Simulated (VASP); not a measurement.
Here is a VASP 6.6.1 calculation.

The input INCAR:

```
SYSTEM = BaZrO3
PREC = Accurate
ENCUT = 520
EDIFF = 1E-7
ISMEAR = 0
SIGMA = 0.01
LREAL = .FALSE.
LASPH = .TRUE.
NELM = 60
ALGO = Normal
ISIF = 2
LWAVE = .FALSE.
LCHARG = .TRUE.
GGA = PE
LELF = .TRUE.
LVHAR = .TRUE.
NBANDS = 28
```

File KPOINTS:

```
regular mesh
0
G
  2 2 2
  0 0 0
```

File POSCAR:

```
BaZrO3
1.0
    4.1913400000      0.0000000000      0.0000000000
    0.0000000000      4.1913400000      0.0000000000
    0.0000000000      0.0000000000      4.1913400000
Ba Zr O
1 1 3
Direct
    0.0000000000      0.0000000000      0.0000000000
    0.5000000000      0.5000000000      0.5000000000
    0.0000000000      0.5000000000      0.5000000000
    0.5000000000      0.0000000000      0.5000000000
    0.5000000000      0.5000000000      0.0000000000
```

Potentials or basis: VASP PAW PBE potentials, release 64 (Ba_sv, Zr_sv, O).

The run is started by

```sh
$ cat potpaw_PBE.64/Ba_sv/POTCAR potpaw_PBE.64/Zr_sv/POTCAR potpaw_PBE.64/O/POTCAR > POTCAR
$ mpirun -np 1 vasp_std > vasp.out
```

Question: Estimate the band gap on the k mesh.

Answer: 2.99 eV, indirect (least direct gap 3.22 eV).

Question: Predict the pressure.

Answer: 6.9 GPa.

Caveat: the k points lie up to 0.75 Å⁻¹ apart; spin-orbit coupling is left out, which moves the levels of the heavy elements. A k mesh can miss the band edges.
